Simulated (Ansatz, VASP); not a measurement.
**Two plane-wave programs on In**

Contents of INCAR:

```
SYSTEM = In
ALGO = Fast
EDIFF = 1E-6
ENCUT = 520
GGA = PE
ISIF = 2
ISMEAR = 0
LASPH = .True.
LCHARG = .True.
LELF = .True.
LREAL = .False.
LVHAR = .True.
LWAVE = .False.
NBANDS = 12
NELM = 80
PREC = Accurate
SIGMA = 0.15
```

The input KPOINTS:

```
k-points
0
Gamma
  18 18 18
  0 0 0
```

POSCAR

```
In
1.0
   -2.0331272592      2.0331272592      1.8072242304
    2.0331272592     -2.0331272592      1.8072242304
    2.0331272592      2.0331272592     -1.8072242304
In
1
Direct
    0.0000000000      0.0000000000      0.0000000000
```

Input for Ansatz:

```yaml
crystal:
  lattice:
    - [-2.0331272592, 2.0331272592, 1.8072242304]
    - [2.0331272592, -2.0331272592, 1.8072242304]
    - [2.0331272592, 2.0331272592, -1.8072242304]
  atoms:
    - { symbol: In, position: [0.0, 0.0, 0.0] }
basis:
  ecutwfc: 420
kpoints:
  mp_grid: { grid: [18, 18, 18] }
hamiltonian:
  xc: pbe
scf:
  occupations: { method: gaussian, width: 0.15 }
output:
  forces: true
  stress: true
  eigenvalues: true
```

Change from the starting cell: strain +0.080 along x and y, -0.040 along z, atoms carried along.

Alike in both runs: task single point; functional PBE; k mesh 18 × 18 × 18; occupations gaussian, width 0.15 eV; no spin polarisation.

|  | VASP | Ansatz |
| --- | --- | --- |
| version | VASP 6.6.1 | Ansatz 0.2.0 |
| potentials or method | VASP PAW PBE potentials, release 64 (In_d), cutoff 520 eV | scalar-relativistic, plane waves, PAW |
| valence electrons in the cell | 13 | 13 |

|  | VASP | Ansatz | Ansatz less VASP |
| --- | --- | --- | --- |
| gap on the k mesh at the Fermi level (eV) | none | none | - |
| pressure (GPa) | -2.2 | -2.1 | +0.10 |
| traceless stress, the component that is largest in VASP (GPa) | 0.09 | 0.08 | -0.003 |

A gap of «none» marks a metal or a gap that the smearing closes.
